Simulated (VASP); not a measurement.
Runs of VASP 6.6.1 on KMgPd3. The structure is that of space group Pm-3m (No. 221), or close to it. The cells are those of the table. The cell was built from a structure type or drawn by symmetry, and may not be a known phase.

```tsv
task	spin	cell	k mesh	gap on the mesh (eV)	pressure (GPa)	relaxed volume (Å³/atom)
relaxation of cell and atoms	off	relaxed from a = 4.667 Å, 5 atoms	4 × 4 × 4	none	0.0	(a)
single point	off	a = 4.667 Å, 5 atoms	4 × 4 × 4	none	11.7	-
single point	off	a = 4.983 Å, 5 atoms	4 × 4 × 4	none	0.4	-
single point	collinear	a = 4.983 Å, 5 atoms	4 × 4 × 4	none	0.4	-
relaxation of cell and atoms	off	relaxed from a = 4.983 Å, 5 atoms	8 × 8 × 8	none	0.0	25.19
single point	off	a = 4.996 Å, 5 atoms	8 × 8 × 8	none	0.3	-
```

Alike in all rows: level PBE; potentials or basis VASP PAW PBE potentials, release 64 (K_sv, Mg, Pd); cutoff (eV) 600; smearing gaussian 0.1 eV.

Task: Fill in the values left out.

Result: (a) 25.02.

Caveats: the volume moved by over 15 % at a fixed basis, so the end points are rough (at least some runs); the cell stands under pressure (at least some runs).

A k mesh can miss the band edges, and the runs leave out spin-orbit coupling on Pd.

A gap of «none» marks levels without a gap at the run's occupations.
